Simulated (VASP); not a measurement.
The system is Hf.

```
CELL_PARAMETERS angstrom
3.19670 0.00000 0.00000
-1.59835 2.76842 0.00000
0.00000 0.00000 5.05780
ATOMIC_POSITIONS crystal
Hf 0.66667 0.33333 0.75000
Hf 0.33333 0.66667 0.25000
```

Base run:

```yaml
Program: VASP 6.6.1
Functional: PBEsol
Potentials_or_basis: VASP PAW PBE potentials, release 64 (Hf_pv)
Cutoff: 520 eV
k_mesh: 10 × 10 × 5
Occupations: fermi-dirac, width 0.05 eV
Spin: non-collinear spin, zero start, spin-orbit coupling
Starting_moments: "[[0.0, 0.0, 0.0], [0.0, 0.0, 0.0]] μB"
```

Its results: pressure -4.7 GPa; net moment 0.00 μB per cell.

Problem. The run is repeated on the same cell with these changes: k mesh from 10 × 10 × 5 to 7 × 7 × 4; further incar settings from ALGO = Fast; EDIFF = 1e-06; NBANDS = 32 to ALGO = Normal; EDIFF = 1e-07; NBANDS = 32. What comes out?

Solution. Pressure -4.2 GPa; net moment 0.00 μB per cell.

Caveats: the cell stands under tension; the PAW data sets were made with another functional, which shifts forces and pressure a little.
